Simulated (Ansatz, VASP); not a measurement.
**NaCl: VASP beside Ansatz**

```
Na Cl
1.0
     0.00000    2.78423    2.80273
     2.80273    0.00000    2.80273
     2.80273    2.78423    0.00000
Na Cl
1 1
Direct
  0.00000 0.00000 0.00000
  0.50000 0.50000 0.50000
```

Change from the starting cell: uniaxial_y strain -0.7%.

Alike in both runs: task single point; functional r2SCAN; k mesh 8 × 8 × 8; no spin polarisation.

|  | VASP | Ansatz |
| --- | --- | --- |
| version | VASP 6.6.1 | Ansatz 0.2.0 |
| potentials or method | VASP PAW PBE potentials, release 64 (Na_pv, Cl) | plane waves, PAW |
| plane-wave cutoff (eV) | 520 | 500 |
| occupations | gaussian, width 0.01 eV | fixed |
| valence electrons in the cell | 14 | 16 |

```csv
,VASP,Ansatz,Ansatz less VASP
gap on the k mesh at the Fermi level (eV),6.02,6.00,-0.023
pressure (GPa),0.0,0.2,+0.18
"traceless stress, the component that is largest in VASP (GPa)",0.22,0.22,+0.002
```

VASP's potentials were made for PBE, not for r2SCAN. VASP's potentials hold 14 valence electrons a cell and Ansatz's 16, so a difference there can come from the potentials and not from the codes.
